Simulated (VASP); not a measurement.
A run of VASP 6.6.1 is set up as follows.

The input INCAR:

```
PREC = Accurate
ENCUT = 520
EDIFF = 1E-6
ISMEAR = -1
SIGMA = 0.08
LREAL = False
LASPH = True
NELM = 150
ALGO = Normal
ISIF = 2
LWAVE = False
LCHARG = True
MAGMOM = 0 0 0 0 0 0
LORBIT = 11
LSORBIT = True
GGA_COMPAT = False
LORBMOM = True
GGA = PE
LVHAR = True
NBANDS = 42
```

Contents of KPOINTS:

```
Automatic mesh
0
Gamma
  9 9 3
```

File POSCAR:

```
Bi
1.0
    4.5390002997      0.0000000000      0.0000000000
   -2.2695001499      3.9308895674      0.0000000000
    0.0000000000      0.0000000000     11.8290000000
Bi
2
Direct
    0.3333333333      0.6666666667      0.2500000000
    0.6666666667      0.3333333333      0.7500000000
```

Potentials or basis: VASP PAW PBE potentials, release 64 (Bi_d).

The run is started by

```console
$ cat potpaw_PBE.64/Bi_d/POTCAR > POTCAR
$ mpirun -np 1 vasp_ncl > vasp.out
```

Estimate the net moment.

0.00 μB per cell.

Estimate the pressure.

-1.9 GPa.

Stress tensor (GPa, compression positive):
```
-2.66  0.00  0.00
 0.00 -2.66  0.00
 0.00  0.00 -0.24
```
